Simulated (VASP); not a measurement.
# Si4Ge2Ir (P4/mmm) in VASP: notebook

Runs on Si4Ge2Ir. Level: PBE. Tasks: relaxation of shape and atoms at fixed volume.

All numbers are computed with VASP 6.6.1; they aren't measurements. Logs are shortened: lines on timing, memory, paths and dates and some standing lists are left out, and cuts for length are marked.

## Step 1: The cell of the first run

The structure is tetragonal, space group P4/mmm (No. 123). Conventional cell: a = 4.053 Å, b = 4.053 Å, c = 7.941 Å, α = 90.00°, β = 90.00°, γ = 90.00°. Si (site symmetry 2mm) has 2 Ir at 2.45 Å and 2 Ge at 2.46 Å and 5 Si at 2.76 to 2.87 Å within 3.2 Å. Ge (site symmetry 4mm) has 1 Ge at 2.39 Å and 4 Si at 2.46 Å within 3.2 Å. Within 3.2 Å of Ir (site symmetry 4/mmm) lie 8 Si at 2.45 Å.

## Step 2: Relaxation of shape and atoms at fixed volume, PBE (18.63 Å³/atom)

INCAR reads:

```
ALGO = Normal ; EDIFF = 1E-7
EDIFFG = -0.01 ; ENCUT = 500
GGA = PE ; GGA_COMPAT = F
IBRION = 2 ; ISIF = 4
ISMEAR = 0 ; LASPH = T
LCHARG = F ; LREAL = F
LWAVE = F ; NELM = 120
NELMIN = 4 ; NSW = 50
PREC = Accurate ; SIGMA = 0.1
```

KPOINTS reads:

```
k-points
0
Gamma
  8 8 4
```

POSCAR reads:

```
Si4Ge2Ir
1.0
    4.0525643456      0.0000000000      0.0000000000
    0.0000000000      4.0525643456      0.0000000000
    0.0000000000      0.0000000000      7.9405281664
Si Ge Ir
4 2 1
Direct
    0.0000000000      0.5000000000      0.8265207417
    0.5000000000      0.0000000000      0.8265207417
    0.0000000000      0.5000000000      0.1734792583
    0.5000000000      0.0000000000      0.1734792583
    0.0000000000      0.0000000000      0.6503594496
    0.0000000000      0.0000000000      0.3496405504
    0.5000000000      0.5000000000      0.0000000000
```

Potentials or basis: VASP PAW PBE potentials, release 64 (Si, Ge_d, Ir).

The run is started by

```sh
$ cat potpaw_PBE.64/Si/POTCAR potpaw_PBE.64/Ge_d/POTCAR potpaw_PBE.64/Ir/POTCAR > POTCAR
$ mpirun -np 1 vasp_std > vasp.out
```

OUTCAR:

```text
EDIFF = 1E-7
   EDIFFG = -0.01
   ENCUT = 500
   GGA = PE
   IBRION = 2
   ISIF = 4
   ISMEAR = 0
   LASPH = T
   LREAL = F
   NELM = 120
   NELMIN = 4
   NSW = 50
   PREC = Accurate

 ion  position               nearest neighbor table
   1  0.000  0.500  0.827-   7 2.45   7 2.45   5 2.46   5 2.46   3 2.76   2 2.87   2 2.87   2 2.87
                             2 2.87
   2  0.500  0.000  0.827-   7 2.45   7 2.45   5 2.46   5 2.46   4 2.76   1 2.87   1 2.87   1 2.87
                             1 2.87
   3  0.000  0.500  0.173-   7 2.45   7 2.45   6 2.46   6 2.46   1 2.76   4 2.87   4 2.87   4 2.87
                             4 2.87
   4  0.500  0.000  0.173-   7 2.45   7 2.45   6 2.46   6 2.46   2 2.76   3 2.87   3 2.87   3 2.87
                             3 2.87
   5  0.000  0.000  0.650-   6 2.39   2 2.46   1 2.46   1 2.46   2 2.46
   6  0.000  0.000  0.350-   5 2.39   4 2.46   3 2.46   3 2.46   4 2.46
   7  0.500  0.500  0.000-   1 2.45   2 2.45   3 2.45   4 2.45   2 2.45   4 2.45   1 2.45   3 2.45

  LATTYP: Found a simple tetragonal cell.
 ALAT       =     4.0525643456
 C/A-ratio  =     1.9593836123

  Lattice vectors:

 A1 = (   4.0525643456,   0.0000000000,   0.0000000000)
 A2 = (   0.0000000000,   4.0525643456,   0.0000000000)
 A3 = (   0.0000000000,   0.0000000000,   7.9405281664)

Analysis of symmetry for initial positions (statically):
=====================================================================
 Subroutine PRICEL returns:
 Original cell was already a primitive cell.

 Routine SETGRP: Setting up the symmetry group for a
 simple tetragonal supercell.

 Subroutine GETGRP returns: Found 16 space group operations
 (whereof 16 operations were pure point group operations)
 out of a pool of 16 trial point group operations.

The static configuration has the point symmetry D_4h.

Analysis of symmetry for dynamics (positions and initial velocities):
=====================================================================
 Subroutine PRICEL returns:
 Original cell was already a primitive cell.

 Routine SETGRP: Setting up the symmetry group for a
 simple tetragonal supercell.

 Subroutine GETGRP returns: Found 16 space group operations
 (whereof 16 operations were pure point group operations)
 out of a pool of 16 trial point group operations.

The dynamic configuration has the point symmetry D_4h.

 Subroutine INISYM returns: Found 16 space group operations
 (whereof 16 operations are pure point group operations),
 and found     1 'primitive' translations

----------------------------------------------------------------------------------------

                                     Primitive cell

  volume of cell :     130.4095

  direct lattice vectors                    reciprocal lattice vectors
     4.052564346  0.000000000  0.000000000     0.246757340  0.000000000  0.000000000
     0.000000000  4.052564346  0.000000000     0.000000000  0.246757340  0.000000000
     0.000000000  0.000000000  7.940528166     0.000000000  0.000000000  0.125936207

  length of vectors
     4.052564346  4.052564346  7.940528166     0.246757340  0.246757340  0.125936207

  position of ions in fractional coordinates (direct lattice)
     0.000000000  0.500000000  0.826520742
     0.500000000  0.000000000  0.826520742
     0.000000000  0.500000000  0.173479258
     0.500000000  0.000000000  0.173479258
     0.000000000  0.000000000  0.650359450
     0.000000000  0.000000000  0.349640550
     0.500000000  0.500000000  0.000000000

  ion indices of the primitive-cell ions
   primitive index   ion index
                 1           1
                 2           2
                 3           3
                 4           4
                 5           5
                 6           6
                 7           7

----------------------------------------------------------------------------------------

 KPOINTS: k-points

Automatic generation of k-mesh.
 Grid dimensions read from file:
 generate k-points for:    8    8    4

 Generating k-lattice:

  Cartesian coordinates                     Fractional coordinates (reciprocal lattice)
     0.030844668  0.000000000  0.000000000     0.125000000  0.000000000  0.000000000
     0.000000000  0.030844668  0.000000000     0.000000000  0.125000000  0.000000000
     0.000000000  0.000000000  0.031484052     0.000000000  0.000000000  0.250000000

  Length of vectors
     0.030844668  0.030844668  0.031484052

  Shift w.r.t. Gamma in fractional coordinates (k-lattice)
     0.000000000  0.000000000  0.000000000

 Subroutine IBZKPT returns following result:
 ===========================================

 Found     45 irreducible k-points:

 Following reciprocal coordinates:
            Coordinates               Weight
  0.000000  0.000000  0.000000      1.000000
  0.125000  0.000000  0.000000      4.000000
  0.250000  0.000000  0.000000      4.000000
  0.375000  0.000000  0.000000      4.000000
  0.500000  0.000000  0.000000      2.000000
  0.125000  0.125000  0.000000      4.000000
[... 16 lines left out ...]
  0.375000  0.125000  0.250000     16.000000
  0.500000  0.125000  0.250000      8.000000
 [... further k-points ...]
   k-points           NKPTS =     45   k-points in BZ     NKDIM =     45   number of bands    NBANDS=     31
   number of dos      NEDOS =    301   number of ions     NIONS =      7
   total plane-waves  NPLWV =  54000
   dimension x,y,z NGX =    30 NGY =   30 NGZ =   60
   dimension x,y,z NGXF=    60 NGYF=   60 NGZF=  120
   ions per type =               4   2   1
   NGX,Y,Z   is equivalent  to a cutoff of  12.31, 12.31, 12.56 a.u.
   NGXF,Y,Z  is equivalent  to a cutoff of  24.61, 24.61, 25.12 a.u.
 SYSTEM =  unknown system
   PREC   = accura    normal or accurate (medium, high low for compatibility)
   ISTART =      0    job   : 0-new  1-cont  2-samecut
   ICHARG =      2    charge: 1-file 2-atom 10-const
   ISPIN  =      1    spin polarized calculation?
   LNONCOLLINEAR =      F non collinear calculations
   LSORBIT =      F    spin-orbit coupling
   LASPH  =      T    aspherical Exc in radial PAW
   ENCUT  =  500.0 eV  36.75 Ry    6.06 a.u.   7.39  7.39 14.48*2*pi/ulx,y,z
   NELM   =    120;   NELMIN=  4; NELMDL= -5     # of ELM steps
   EDIFF  = 0.1E-06   stopping-criterion for ELM
   LREAL  =      F    real-space projection
   EDIFFG = -.1E-01   stopping-criterion for IOM
   NSW    =     50    number of steps for IOM
   IBRION =      2    ionic relax: 0-MD 1-quasi-New 2-CG
   NFREE  =      1    steps in history (QN), initial steepest desc. (CG)
   ISIF   =      4    stress and relaxation
   ISYM   =      2    0-nonsym 1-usesym 2-fastsym
   POTIM  = 0.5000    time-step for ionic-motion
   TEBEG  =    0.0;   TEEND  =   0.0 temperature during run
   PSTRESS=    0.0 pullay stress
   NELECT =      53.0000    total number of electrons
   NUPDOWN=      -1.0000    fix difference up-down
   EMIN   =  10.00;   EMAX   =-10.00  energy-range for DOS
   EFERMI =   0.00;   METHOD = LEGACY
   ISMEAR =     0;   SIGMA  =   0.10  broadening in eV -4-tet -1-fermi 0-gaus
   EFERMI_NEDOS =   21; number of points for ismear=-14 and -15
   IALGO  =     38    algorithm
   IMIX   =      4    mixing-type and parameters
     AMIX     =   0.40;   BMIX     =  1.00
     AMIX_MAG =   1.60;   BMIX_MAG =  1.00
  volume/ion in A,a.u.               =      18.63       125.72
  Fermi-wavevector in a.u.,A,eV,Ry     =   1.212636  2.291549 20.007170  1.470486
  Thomas-Fermi vector in A             =   2.348113
   LORBIT       =      0    0 simple, 1 ext, 2 COOP (PROOUT), +10 PAW based schemes
   GGA     = PE    functional components
   LHFCALC =     F    Hartree Fock is set to
   AEXX    =    0.0000 exact exchange contribution
   IVDW    =     0    specifies the selected vdW correction
   LEPSILON=     F    determine dielectric tensor
   LRPA    =     F    only Hartree local field effects (RPA)
 conjugate gradient relaxation of ions
 non-spin polarized calculation
 Gauss-broadening in eV      SIGMA  =   0.10
  energy-cutoff  :      500.00
  volume of cell :      130.41
 maximum number of plane-waves:      3365
 NGX is ok and might be reduce to    30
   NGX = 15   NGY = 15   NGZ = 29

--------------------------------------- Ionic step        1  -------------------------------------------

 number of electron      52.9999955 magnetization

 Free energy of the ion-electron system (eV)
  ---------------------------------------------------
  ext. energy  EPLUGINS =         0.00000000
  ---------------------------------------------------
  free energy    TOTEN  =       -39.55558910 eV

  energy without entropy =      -39.54696172  energy(sigma->0) =      -39.55127541

------------------------ aborting loop because EDIFF is reached ----------------------------------------

  FORCE on cell =-STRESS in cart. coord.  units (eV):
  Direction    XX          YY          ZZ          XY          YZ          ZX
  --------------------------------------------------------------------------------------
  -------------------------------------------------------------------------------------
  Total        5.4449655      5.4449655      5.3594962      0.0000000     -0.0000000      0.0000000
  in kB       66.8954351     66.8954351     65.8453823      0.0000000     -0.0000000      0.0000000
  external PRESSURE =      66.5454175 kB  Pullay stress =       0.0000000 kB
[... 149 lines left out ...]
  energy  without entropy=      -39.5530815510  energy(sigma->0) =      -39.55714025

--------------------------------------- Ionic step        5  -------------------------------------------

 number of electron      52.9999956 magnetization

 Free energy of the ion-electron system (eV)
  ---------------------------------------------------
  ext. energy  EPLUGINS =         0.00000000
  ---------------------------------------------------
  free energy    TOTEN  =       -39.56128986 eV

  energy without entropy =      -39.55302164  energy(sigma->0) =      -39.55715575

 E-fermi :   7.1862     XC(G=0): -10.2573

 val. band max:        7.1849477178   @ k =   0.5000   0.0000   0.0000
 cond. band min:       7.1892816888   @ k =   0.1250   0.0000   0.2500
 fundamental gap:      0.0043339710
 Fermi energy:         7.1862188730

 k-point     1 :       0.0000    0.0000    0.0000
  band No.  band energies     occupation
      1     -17.9601      2.00000
      2     -17.8588      2.00000
      3     -17.8588      2.00000
      4     -17.7955      2.00000
      5     -17.7799      2.00000
      6     -17.7708      2.00000
[... 805 lines left out ...]
     30       8.2479      0.00000
     31      10.1648      0.00000

 [... further k-points ...]

------------------------ aborting loop because EDIFF is reached ----------------------------------------

  FORCE on cell =-STRESS in cart. coord.  units (eV):
  Direction    XX          YY          ZZ          XY          YZ          ZX
  --------------------------------------------------------------------------------------
  -------------------------------------------------------------------------------------
  Total        5.0810680      5.0810680      5.0439108      0.0000000      0.0000000     -0.0000000
  in kB       62.4246847     62.4246847     61.9681813      0.0000000      0.0000000     -0.0000000
  external PRESSURE =      62.2725169 kB  Pullay stress =       0.0000000 kB
[... 22 lines left out ...]
  FREE ENERGIE OF THE ION-ELECTRON SYSTEM (eV)
  ---------------------------------------------------
  free  energy   TOTEN  =       -39.5612898634 eV

  energy  without entropy=      -39.5530216390  energy(sigma->0) =      -39.55715575

 reached required accuracy - stopping structural energy minimisation
```

Wall time 8.4 min (1 thread of Oxide Virtual Turin-like, shared host); peak memory 0.31 GiB.

What came out:

| Quantity | Value |
| --- | --- |
| Free energy | -39.5613 eV |
| Energy gained by relaxing | 0.8 meV/atom |
| Ionic steps | 5 |
| Pressure after relaxing | 6.2 GPa |
| Band gap on the k mesh | zero (an odd number of electrons rules out a gap without spin polarisation) |

Forces in eV/Å, atoms in the order of the input:
```
Si   0.000  0.000  0.000
Si   0.000  0.000  0.000
Si   0.000  0.000  0.000
Si   0.000  0.000  0.000
Ge   0.000  0.000  0.003
Ge   0.000  0.000 -0.003
Ir   0.000  0.000  0.000
```

The path:
```tsv
step	energy change (eV)	largest force (eV/Å)	pressure (GPa)	volume (Å³)
1	0.0000	0.1663	6.65	130.41
2	-0.0047	0.0790	6.38	130.41
3	-0.0054	0.0754	6.25	130.41
4	-0.0056	0.0354	6.21	130.41
5	-0.0057	0.0027	6.23	130.41
```

Final structure:
```cif
data_structure
_symmetry_space_group_name_H-M 'P 1'
_symmetry_Int_Tables_number 1
_cell_length_a 4.0533
_cell_length_b 4.0533
_cell_length_c 7.9378
_cell_angle_alpha 90.000
_cell_angle_beta 90.000
_cell_angle_gamma 90.000
_cell_volume 130.41
loop_
_atom_site_label
_atom_site_type_symbol
_atom_site_fract_x
_atom_site_fract_y
_atom_site_fract_z
_atom_site_occupancy
Si1 Si 0.00000 0.50000 0.82485 1
Si2 Si 0.50000 0.00000 0.82485 1
Si3 Si 0.00000 0.50000 0.17515 1
Si4 Si 0.50000 0.00000 0.17515 1
Ge1 Ge 0.00000 0.00000 0.64903 1
Ge2 Ge 0.00000 0.00000 0.35097 1
Ir1 Ir 0.50000 0.50000 0.00000 1
```

Caveat: spin-orbit coupling is left out, which moves the levels of the heavy elements; an odd number of electrons without spin polarisation forces a metal; a magnetic or distorted state may lie lower.

## Step 3: Relaxation of shape and atoms at fixed volume, PBE (19.22 Å³/atom)

This run uses another cell than the first one, of 19.22 Å³/atom.

INCAR reads:

```
SYSTEM = Si4Ge2Ir
ALGO = Normal
EDIFF = 1E-7
EDIFFG = -0.01
ENCUT = 500
GGA = PE
GGA_COMPAT = .False.
IBRION = 2
ISIF = 4
ISMEAR = 0
LASPH = .True.
LCHARG = .False.
LREAL = .False.
LWAVE = .False.
NELM = 120
NELMIN = 4
NSW = 50
PREC = Accurate
SIGMA = 0.1
```

KPOINTS reads:

```
k-points
0
Gamma
  8 8 4
  0 0 0
```

POSCAR reads:

```
Si4Ge2Ir
1.0
    4.0951181271      0.0000000000      0.0000000000
    0.0000000000      4.0951181271      0.0000000000
    0.0000000000      0.0000000000      8.0245417682
Si Ge Ir
4 2 1
Direct
    0.0000000000      0.5000000000      0.8282047539
    0.5000000000      0.0000000000      0.8282047539
    0.0000000000      0.5000000000      0.1717952461
    0.5000000000      0.0000000000      0.1717952461
    0.0000000000      0.0000000000      0.6517394611
    0.0000000000      0.0000000000      0.3482605389
    0.5000000000      0.5000000000      0.0000000000
```

Potentials or basis: VASP PAW PBE potentials, release 64 (Si, Ge_d, Ir).

The run is started by

```sh
$ cat potpaw_PBE.64/Si/POTCAR potpaw_PBE.64/Ge_d/POTCAR potpaw_PBE.64/Ir/POTCAR > POTCAR
$ mpirun -np 1 vasp_std > vasp.out
```

Wall time 9.5 min (1 thread of Oxide Virtual Turin-like, shared host); peak memory 0.3 GiB.

Results (log left out):

* Free energy: -39.6788 eV
* Energy gained by relaxing: 0.8 meV/atom
* Ionic steps: 5
* Pressure after relaxing: 2.8 GPa
* Band gap on the k mesh: zero (an odd number of electrons rules out a gap without spin polarisation)

Forces in eV/Å, atoms in the order of the input:
```
Si   0.000  0.000  0.002
Si   0.000  0.000  0.002
Si   0.000  0.000 -0.002
Si   0.000  0.000 -0.002
Ge   0.000  0.000 -0.003
Ge   0.000  0.000  0.003
Ir   0.000  0.000  0.000
```

Stress tensor (GPa, compression positive):
```
2.85 0.00 0.00
0.00 2.85 0.00
0.00 0.00 2.74
```

Step by step:
```tsv
step	energy change (eV)	largest force (eV/Å)	pressure (GPa)	volume (Å³)
1	0.0000	0.1501	3.26	134.57
2	-0.0046	0.0783	3.01	134.57
3	-0.0058	0.0427	2.81	134.57
4	-0.0059	0.0154	2.81	134.57
5	-0.0059	0.0028	2.81	134.57
```

Final structure:
```cif
data_structure
_symmetry_space_group_name_H-M 'P 1'
_symmetry_Int_Tables_number 1
_cell_length_a 4.0963
_cell_length_b 4.0963
_cell_length_c 8.0200
_cell_angle_alpha 90.000
_cell_angle_beta 90.000
_cell_angle_gamma 90.000
_cell_volume 134.57
loop_
_atom_site_label
_atom_site_type_symbol
_atom_site_fract_x
_atom_site_fract_y
_atom_site_fract_z
_atom_site_occupancy
Si1 Si 0.00000 0.50000 0.82640 1
Si2 Si 0.50000 0.00000 0.82640 1
Si3 Si 0.00000 0.50000 0.17360 1
Si4 Si 0.50000 0.00000 0.17360 1
Ge1 Ge 0.00000 0.00000 0.65037 1
Ge2 Ge 0.00000 0.00000 0.34963 1
Ir1 Ir 0.50000 0.50000 0.00000 1
```

Levels at points of the mesh, in eV from the Fermi level:
| k point | band 23 | band 24 | band 25 | band 26 | band 27 | band 28 | band 29 | band 30 |
| --- | --- | --- | --- | --- | --- | --- | --- | --- |
| (0.00, 0.00, 0.00) | -3.09 | -1.78 | -1.55 | -1.55 | 0.20 | 0.20 | 0.77 | 0.80 |
| (0.50, 0.00, 0.00) | -2.20 | -1.79 | -1.56 | -1.00 | -0.62 | -0.05 | 0.47 | 1.66 |
| (0.50, 0.50, 0.00) | -3.34 | -3.34 | -3.24 | -2.86 | -0.09 | 1.87 | 2.64 | 2.64 |
| (0.00, 0.00, 0.50) | -2.15 | -2.15 | -1.61 | -0.88 | 0.77 | 0.94 | 1.33 | 1.33 |
| (0.50, 0.00, 0.50) | -2.69 | -2.08 | -1.54 | -1.21 | -0.95 | -0.24 | 1.29 | 1.48 |
| (0.50, 0.50, 0.50) | -3.90 | -3.42 | -3.42 | -3.23 | 0.40 | 1.34 | 1.34 | 2.82 |

Caveat: spin-orbit coupling is left out, which moves the levels of the heavy elements; an odd number of electrons without spin polarisation forces a metal; a magnetic or distorted state may lie lower.

The gap in the log of VASP goes by the Fermi energy; the results here count the filled bands.